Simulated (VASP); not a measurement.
# TiO2 (P1) in VASP: relaxation of cell and atoms with PBE

Aim: the relaxation of cell and atoms of TiO2 with PBE.

Everything below comes from runs of VASP 6.6.1. Logs are shortened: lines on timing, memory, paths and dates and some standing lists are left out, and cuts for length are marked.

## (1) The cell of the first run

The typed cell holds 12 atoms: a = 9.520 Å, b = 2.976 Å, c = 4.970 Å, α = 90.00°, β = 90.00°, γ = 90.00°.

## (2) Relaxation of cell and atoms, PBE

Input file INCAR:

```
ALGO = Normal
EDIFF = 1E-7
EDIFFG = -0.01
ENCUT = 600
GGA = PE
GGA_COMPAT = F
IBRION = 2
ISIF = 3
ISMEAR = 0
KPAR = 4
LASPH = T
LCHARG = F
LREAL = F
LWAVE = F
NELM = 120
NELMIN = 4
NSW = 100
PREC = Accurate
SIGMA = 0.05
```

Input file KPOINTS:

```
k-points
0
Gamma
  4 8 4
```

Input file POSCAR:

```
TiO2
1.0
    9.5199614268      0.0000000000      0.0000000000
    0.0000000000      2.9757553183      0.0000000000
    0.0000000000      0.0000000000      4.9701988129
Ti O
4 8
Direct
    0.1391149209      0.2435524928      0.9208792851
    0.8634950363      0.7435524928      0.0831956829
    0.3634950363      0.7435524928      0.4208792851
    0.6391149209      0.2435524928      0.5831956829
    0.2678984281      0.2435524928      0.6354266436
    0.7190517864      0.8209225792      0.3441985159
    0.2347115291      0.7435524928      0.1354266436
    0.7678984281      0.2435524928      0.8686483244
    0.9709459443      0.2435524928      0.2053777985
    0.0316640129      0.7435524928      0.7986971695
    0.5316640129      0.7435524928      0.7053777985
    0.4709459443      0.2435524928      0.2986971695
```

Potentials or basis: VASP PAW PBE potentials, release 64 (Ti_sv, O).

Command:

```
$ cat potpaw_PBE.64/Ti_sv/POTCAR potpaw_PBE.64/O/POTCAR > POTCAR
$ mpirun -np 4 vasp_std > vasp.out
```

OUTCAR:

```text
EDIFF = 1E-7
   EDIFFG = -0.01
   ENCUT = 600
   GGA = PE
   IBRION = 2
   ISIF = 3
   ISMEAR = 0
   LASPH = T
   LREAL = F
   NELM = 120
   NELMIN = 4
   NSW = 100
   PREC = Accurate

 ion  position               nearest neighbor table
   1  0.139  0.244  0.921-   5 1.88  10 1.90  10 1.90   7 2.04   7 2.04   9 2.14
   2  0.863  0.744  0.083-   6 1.90   9 1.90   9 1.90   8 2.04   8 2.04  10 2.14
   3  0.363  0.744  0.421-   7 1.88  12 1.90  12 1.90   5 2.04   5 2.04  11 2.14
   4  0.639  0.244  0.583-   8 1.88   6 1.89  11 1.90  11 1.90  12 2.14   6 2.22
   5  0.268  0.244  0.635-   1 1.88   3 2.04   3 2.04
   6  0.719  0.821  0.344-   4 1.89   2 1.90   4 2.22
   7  0.235  0.744  0.135-   3 1.88   1 2.04   1 2.04
   8  0.768  0.244  0.869-   4 1.88   2 2.04   2 2.04
   9  0.971  0.244  0.205-   2 1.90   2 1.90   1 2.14
  10  0.032  0.744  0.799-   1 1.90   1 1.90   2 2.14
  11  0.532  0.744  0.705-   4 1.90   4 1.90   3 2.14
  12  0.471  0.244  0.299-   3 1.90   3 1.90   4 2.14

  LATTYP: Found a simple orthorhombic cell.
 ALAT       =     2.9757553183
 B/A-ratio  =     1.6702310107
 C/A-ratio  =     3.1991748005

  Lattice vectors:

 A1 = (   0.0000000000,   2.9757553183,   0.0000000000)
 A2 = (   0.0000000000,   0.0000000000,   4.9701988129)
 A3 = (   9.5199614268,   0.0000000000,   0.0000000000)

Analysis of symmetry for initial positions (statically):
=====================================================================
 Subroutine PRICEL returns:
 Original cell was already a primitive cell.

 Routine SETGRP: Setting up the symmetry group for a
 simple orthorhombic supercell.

 Subroutine GETGRP returns: Found  1 space group operations
 (whereof  1 operations were pure point group operations)
 out of a pool of  8 trial point group operations.

The static configuration has the point symmetry C_1 .

Analysis of symmetry for dynamics (positions and initial velocities):
=====================================================================
 Subroutine PRICEL returns:
 Original cell was already a primitive cell.

 Routine SETGRP: Setting up the symmetry group for a
 simple orthorhombic supercell.

 Subroutine GETGRP returns: Found  1 space group operations
 (whereof  1 operations were pure point group operations)
 out of a pool of  8 trial point group operations.

The dynamic configuration has the point symmetry C_1 .

 Subroutine INISYM returns: Found  1 space group operations
 (whereof  1 operations are pure point group operations),
 and found     1 'primitive' translations

----------------------------------------------------------------------------------------

                                     Primitive cell

  volume of cell :     140.8011

  direct lattice vectors                    reciprocal lattice vectors
     9.519961427  0.000000000  0.000000000     0.105042442  0.000000000  0.000000000
     0.000000000  2.975755318  0.000000000     0.000000000  0.336049135  0.000000000
     0.000000000  0.000000000  4.970198813     0.000000000  0.000000000  0.201199195

  length of vectors
     9.519961427  2.975755318  4.970198813     0.105042442  0.336049135  0.201199195

  position of ions in fractional coordinates (direct lattice)
     0.139114921  0.243552493  0.920879285
     0.863495036  0.743552493  0.083195683
     0.363495036  0.743552493  0.420879285
     0.639114921  0.243552493  0.583195683
     0.267898428  0.243552493  0.635426644
     0.719051786  0.820922579  0.344198516
     0.234711529  0.743552493  0.135426644
     0.767898428  0.243552493  0.868648324
     0.970945944  0.243552493  0.205377799
     0.031664013  0.743552493  0.798697170
     0.531664013  0.743552493  0.705377799
     0.470945944  0.243552493  0.298697170

  ion indices of the primitive-cell ions
   primitive index   ion index
                 1           1
                 2           2
                 3           3
                 4           4
                 5           5
                 6           6
                 7           7
                 8           8
                 9           9
                10          10
                11          11
                12          12

----------------------------------------------------------------------------------------

 KPOINTS: k-points

Automatic generation of k-mesh.
 Grid dimensions read from file:
 generate k-points for:    4    8    4

 Generating k-lattice:

  Cartesian coordinates                     Fractional coordinates (reciprocal lattice)
     0.026260611  0.000000000  0.000000000     0.250000000  0.000000000  0.000000000
     0.000000000  0.042006142  0.000000000     0.000000000  0.125000000  0.000000000
     0.000000000  0.000000000  0.050299799     0.000000000  0.000000000  0.250000000

  Length of vectors
     0.026260611  0.042006142  0.050299799

  Shift w.r.t. Gamma in fractional coordinates (k-lattice)
     0.000000000  0.000000000  0.000000000

 Subroutine IBZKPT returns following result:
 ===========================================

 Found     68 irreducible k-points:

 Following reciprocal coordinates:
            Coordinates               Weight
  0.000000  0.000000  0.000000      1.000000
  0.250000  0.000000  0.000000      2.000000
  0.500000  0.000000  0.000000      1.000000
  0.000000  0.125000  0.000000      2.000000
  0.250000  0.125000  0.000000      2.000000
 -0.250000  0.125000  0.000000      2.000000
[... 16 lines left out ...]
  0.000000  0.125000  0.250000      2.000000
  0.000000  0.125000 -0.250000      2.000000
 [... further k-points ...]
   k-points           NKPTS =     68   k-points in BZ     NKDIM =     68   number of bands    NBANDS=     57
   number of dos      NEDOS =    301   number of ions     NIONS =     12
   total plane-waves  NPLWV =  76800
   dimension x,y,z NGX =    80 NGY =   24 NGZ =   40
   dimension x,y,z NGXF=   160 NGYF=   48 NGZF=   80
   ions per type =               4   8
   NGX,Y,Z   is equivalent  to a cutoff of  13.97, 13.41, 13.38 a.u.
   NGXF,Y,Z  is equivalent  to a cutoff of  27.94, 26.82, 26.76 a.u.
 SYSTEM =  unknown system
   PREC   = accura    normal or accurate (medium, high low for compatibility)
   ISTART =      0    job   : 0-new  1-cont  2-samecut
   ICHARG =      2    charge: 1-file 2-atom 10-const
   ISPIN  =      1    spin polarized calculation?
   LNONCOLLINEAR =      F non collinear calculations
   LSORBIT =      F    spin-orbit coupling
   LASPH  =      T    aspherical Exc in radial PAW
   ENCUT  =  600.0 eV  44.10 Ry    6.64 a.u.  19.01  5.94  9.93*2*pi/ulx,y,z
   NELM   =    120;   NELMIN=  4; NELMDL= -5     # of ELM steps
   EDIFF  = 0.1E-06   stopping-criterion for ELM
   LREAL  =      F    real-space projection
   EDIFFG = -.1E-01   stopping-criterion for IOM
   NSW    =    100    number of steps for IOM
   IBRION =      2    ionic relax: 0-MD 1-quasi-New 2-CG
   NFREE  =      1    steps in history (QN), initial steepest desc. (CG)
   ISIF   =      3    stress and relaxation
   ISYM   =      2    0-nonsym 1-usesym 2-fastsym
   POTIM  = 0.5000    time-step for ionic-motion
   TEBEG  =    0.0;   TEEND  =   0.0 temperature during run
   PSTRESS=    0.0 pullay stress
   NELECT =      96.0000    total number of electrons
   NUPDOWN=      -1.0000    fix difference up-down
   EMIN   =  10.00;   EMAX   =-10.00  energy-range for DOS
   EFERMI =   0.00;   METHOD = LEGACY
   ISMEAR =     0;   SIGMA  =   0.05  broadening in eV -4-tet -1-fermi 0-gaus
   EFERMI_NEDOS =   21; number of points for ismear=-14 and -15
   IALGO  =     38    algorithm
   IMIX   =      4    mixing-type and parameters
     AMIX     =   0.40;   BMIX     =  1.00
     AMIX_MAG =   1.60;   BMIX_MAG =  1.00
  volume/ion in A,a.u.               =      11.73        79.18
  Fermi-wavevector in a.u.,A,eV,Ry     =   1.440887  2.722881 28.247799  2.076155
  Thomas-Fermi vector in A             =   2.559581
   LORBIT       =      0    0 simple, 1 ext, 2 COOP (PROOUT), +10 PAW based schemes
   GGA     = PE    functional components
   LHFCALC =     F    Hartree Fock is set to
   AEXX    =    0.0000 exact exchange contribution
   IVDW    =     0    specifies the selected vdW correction
   LEPSILON=     F    determine dielectric tensor
   LRPA    =     F    only Hartree local field effects (RPA)
 conjugate gradient relaxation of ions
 non-spin polarized calculation
 Gauss-broadening in eV      SIGMA  =   0.05
  energy-cutoff  :      600.00
  volume of cell :      140.80
 maximum number of plane-waves:      4732
 NGX is ok and might be reduce to    80
   NGX = 39   NGY = 11   NGZ = 19

--------------------------------------- Ionic step        1  -------------------------------------------

 number of electron      96.0000021 magnetization

 Free energy of the ion-electron system (eV)
  ---------------------------------------------------
  ext. energy  EPLUGINS =         0.00000000
  ---------------------------------------------------
  free energy    TOTEN  =      -106.87467806 eV

  energy without entropy =     -106.87467806  energy(sigma->0) =     -106.87467806

------------------------ aborting loop because EDIFF is reached ----------------------------------------

  FORCE on cell =-STRESS in cart. coord.  units (eV):
  Direction    XX          YY          ZZ          XY          YZ          ZX
  --------------------------------------------------------------------------------------
  -------------------------------------------------------------------------------------
  Total        0.8451996      0.7996422      0.6167713     -0.6091118      0.4050747      0.0464402
  in kB        9.6175334      9.0991358      7.0182459     -6.9310880      4.6093479      0.5284433
  external PRESSURE =       8.5783050 kB  Pullay stress =       0.0000000 kB
[... 119 lines left out ...]
  FREE ENERGIE OF THE ION-ELECTRON SYSTEM (eV)
  ---------------------------------------------------
  free  energy   TOTEN  =      -106.9615395304 eV

  energy  without entropy=     -106.9615395304  energy(sigma->0) =     -106.96153953

[... ionic steps 4 to 23 ...]

--------------------------------------- Ionic step       24  -------------------------------------------

 number of electron      95.9999979 magnetization

------------------------ aborting loop because EDIFF is reached ----------------------------------------
[... 87 lines left out ...]
--------------------------------------- Ionic step       26  -------------------------------------------

 number of electron      95.9999979 magnetization

 Free energy of the ion-electron system (eV)
  ---------------------------------------------------
  ext. energy  EPLUGINS =         0.00000000
  ---------------------------------------------------
  free energy    TOTEN  =      -107.09864057 eV

  energy without entropy =     -107.09864057  energy(sigma->0) =     -107.09864057

 E-fermi :   3.3821     XC(G=0): -10.5611

 val. band max:        3.0254098416   @ k =   0.0000   0.1250   0.0000
 cond. band min:       5.5497931616   @ k =   0.0000   0.2500   0.0000
 fundamental gap:      2.5243833199
 Fermi energy:         3.3820917097

 k-point     1 :       0.0000    0.0000    0.0000
  band No.  band energies     occupation
      1     -53.4160      2.00000
      2     -53.4081      2.00000
      3     -53.3944      2.00000
      4     -53.3865      2.00000
      5     -29.8180      2.00000
      6     -29.7623      2.00000
[... 1429 lines left out ...]
     56       6.5700      0.00000
     57       6.9139      0.00000

 [... further k-points ...]

------------------------ aborting loop because EDIFF is reached ----------------------------------------

  FORCE on cell =-STRESS in cart. coord.  units (eV):
  Direction    XX          YY          ZZ          XY          YZ          ZX
  --------------------------------------------------------------------------------------
  -------------------------------------------------------------------------------------
  Total       -0.0014493      0.0005338      0.0075561      0.0036716      0.0056431      0.0086336
  in kB       -0.0164789      0.0060695      0.0859145      0.0417467      0.0641630      0.0981653
  external PRESSURE =       0.0251683 kB  Pullay stress =       0.0000000 kB
[... 27 lines left out ...]
  FREE ENERGIE OF THE ION-ELECTRON SYSTEM (eV)
  ---------------------------------------------------
  free  energy   TOTEN  =      -107.0986405660 eV

  energy  without entropy=     -107.0986405660  energy(sigma->0) =     -107.09864057

 reached required accuracy - stopping structural energy minimisation
```

Wall time 48 min (4 MPI ranks of Intel Xeon Platinum 8259CL at 2.50GHz (Skylake/Cascade Lake), shared host); peak memory 0.62 GiB.

What came out:

* Free energy: -107.0986 eV
* Relaxed volume: 11.74 Å³/atom
* Relaxed cell: a = 9.538 Å, b = 2.978 Å, c = 4.960 Å, α = 90.00°, β = 90.01°, γ = 90.00°
* Space group after relaxing (to 0.1 Å): Pnma (No. 62)
* Energy gained by relaxing: 18.7 meV/atom
* Ionic steps: 26
* Pressure after relaxing: 0.0 GPa
* Largest force after relaxing: 0.008 eV/Å
* Band gap on the k mesh: 2.52 eV (least direct gap 2.67 eV)

Forces on the atoms (eV/Å):
```
Ti  -0.002  0.002 -0.006
Ti   0.003  0.000  0.001
Ti   0.000 -0.001 -0.006
Ti  -0.003  0.001  0.001
O   -0.001  0.000 -0.008
O    0.002  0.000  0.004
O    0.000 -0.003 -0.003
O   -0.001  0.003  0.005
O    0.002  0.003  0.001
O   -0.001 -0.001  0.004
O    0.001 -0.001  0.003
O    0.000 -0.003  0.003
```

The path:
| step | energy change (eV) | largest force (eV/Å) | pressure (GPa) | volume (Å³) |
| --- | --- | --- | --- | --- |
| 1 | 0.0000 | 1.7470 | 0.86 | 140.80 |
| 2 | -0.0759 | 1.2125 | -1.14 | 142.08 |
| 3 | -0.0869 | 1.0140 | -0.70 | 141.74 |
| 4 | -0.1663 | 0.5902 | -0.36 | 141.54 |
| 5 | -0.1680 | 0.5118 | -0.27 | 141.50 |
| 6 | -0.2026 | 0.2526 | 0.27 | 141.01 |
| 7 | -0.2026 | 0.2511 | 0.28 | 141.01 |
| 8 | -0.2132 | 0.1843 | -0.35 | 141.27 |
| 9 | -0.2135 | 0.2129 | -0.46 | 141.32 |
| 10 | -0.2176 | 0.2547 | 0.24 | 140.81 |
| 11 | -0.2179 | 0.1973 | 0.10 | 140.92 |
| 12 | -0.2208 | 0.1196 | 0.08 | 140.84 |
| 13 | -0.2211 | 0.1065 | 0.08 | 140.81 |
| 14 | -0.2224 | 0.0646 | -0.09 | 140.89 |
| 15 | -0.2224 | 0.0667 | -0.08 | 140.89 |
| 16 | -0.2231 | 0.0729 | 0.06 | 140.81 |
| 17 | -0.2231 | 0.0705 | 0.06 | 140.81 |
| 18 | -0.2236 | 0.0356 | 0.01 | 140.85 |
| 19 | -0.2236 | 0.0414 | -0.01 | 140.86 |
| 20 | -0.2238 | 0.0306 | 0.00 | 140.89 |
| 21 | -0.2238 | 0.0296 | 0.00 | 140.89 |
| 22 | -0.2239 | 0.0224 | 0.02 | 140.89 |
| 23 | -0.2239 | 0.0215 | 0.02 | 140.89 |
| 24 | -0.2239 | 0.0188 | -0.02 | 140.92 |
| 25 | -0.2239 | 0.0118 | -0.01 | 140.91 |
| 26 | -0.2240 | 0.0079 | 0.00 | 140.91 |

Final structure:
```cif
data_structure
_symmetry_space_group_name_H-M 'P 1'
_symmetry_Int_Tables_number 1
_cell_length_a 9.5383
_cell_length_b 2.9785
_cell_length_c 4.9599
_cell_angle_alpha 89.999
_cell_angle_beta 90.009
_cell_angle_gamma 90.002
_cell_volume 140.91
loop_
_atom_site_label
_atom_site_type_symbol
_atom_site_fract_x
_atom_site_fract_y
_atom_site_fract_z
_atom_site_occupancy
Ti1 Ti 0.13772 0.24965 0.92232 1
Ti2 Ti 0.86228 0.74981 0.07773 1
Ti3 Ti 0.36231 0.75033 0.42237 1
Ti4 Ti 0.63772 0.25005 0.57766 1
O1 O 0.26748 0.25015 0.63693 1
O2 O 0.73256 0.74996 0.36319 1
O3 O 0.23256 0.75031 0.13683 1
O4 O 0.76742 0.24968 0.86319 1
O5 O 0.96928 0.24977 0.20345 1
O6 O 0.03070 0.74993 0.79648 1
O7 O 0.53070 0.75009 0.70336 1
O8 O 0.46928 0.25028 0.29648 1
```

Levels at points of the mesh, in eV from the valence-band top:
| k point | band 46 | band 47 | band 48 | band 49 | band 50 | band 51 |
| --- | --- | --- | --- | --- | --- | --- |
| (0.00, 0.00, 0.00) | -0.18 | -0.08 | -0.01 | 2.67 | 2.76 | 3.01 |
| (0.50, 0.00, 0.00) | -0.46 | -0.25 | -0.25 | 2.85 | 2.85 | 3.02 |
| (0.00, 0.50, 0.00) | -1.25 | -0.91 | -0.91 | 2.85 | 2.85 | 3.06 |
| (0.50, 0.50, 0.00) | -1.04 | -1.04 | -1.04 | 2.96 | 2.96 | 2.97 |
| (0.00, 0.00, 0.50) | -0.78 | -0.57 | -0.57 | 2.96 | 2.96 | 3.14 |
| (0.50, 0.00, 0.50) | -0.81 | -0.28 | -0.28 | 2.98 | 2.98 | 3.04 |
| (0.00, 0.50, 0.50) | -0.77 | -0.67 | -0.67 | 3.06 | 3.06 | 3.08 |
| (0.50, 0.50, 0.50) | -0.73 | -0.73 | -0.73 | 3.07 | 3.07 | 3.07 |
